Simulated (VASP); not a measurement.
Wanted: the native input for a VASP 6.6.1 run.

- Task: single point
- Functional: PBE
- Potentials or basis: VASP PAW PBE potentials, release 64 (Pt)
- Cutoff: 520 eV
- k mesh: 22 × 22 × 22
- Occupations: gaussian, width 0.15 eV
- Spin: no spin polarisation
- Dipole correction: no
- Further INCAR settings: ALGO = Fast; EDIFF = 1e-07; NBANDS = 11

The structure of Pt lies in POSCAR:

```
Pt
1.0
    0.0000000000      2.4056375881      1.5136271704
    2.4056375881      0.0000000000      1.5136271704
    2.4056375881      2.4056375881      0.0000000000
Pt
1
Direct
    0.0000000000      0.0000000000      0.0000000000
```

The input as run:

INCAR

```
PREC = Accurate
ENCUT = 520
EDIFF = 1E-7
ISMEAR = 0
SIGMA = 0.15
LREAL = F
LASPH = T
NELM = 80
ALGO = Fast
ISIF = 2
LWAVE = F
LCHARG = F
GGA = PE
NBANDS = 11
```

KPOINTS

```
Automatic mesh
0
Gamma
  22 22 22
```

Potentials or basis: VASP PAW PBE potentials, release 64 (Pt).

The run is started by

```sh
$ cat potpaw_PBE.64/Pt/POTCAR > POTCAR
$ mpirun -np 1 vasp_std > vasp.out
```

Results of the run:

```yaml
Pressure: -19.1 GPa
Band_gap_on_the_k_mesh: zero (bands 5 and 6 overlap by 1.75 eV)
```

Caveat: the cell stands under tension; spin-orbit coupling is left out, which moves the levels of the heavy elements.

Run time: 69 s on 1 thread of Intel(R) Xeon(R) 6975P-C (Granite Rapids), on a shared host, peak memory 0.28 GiB.
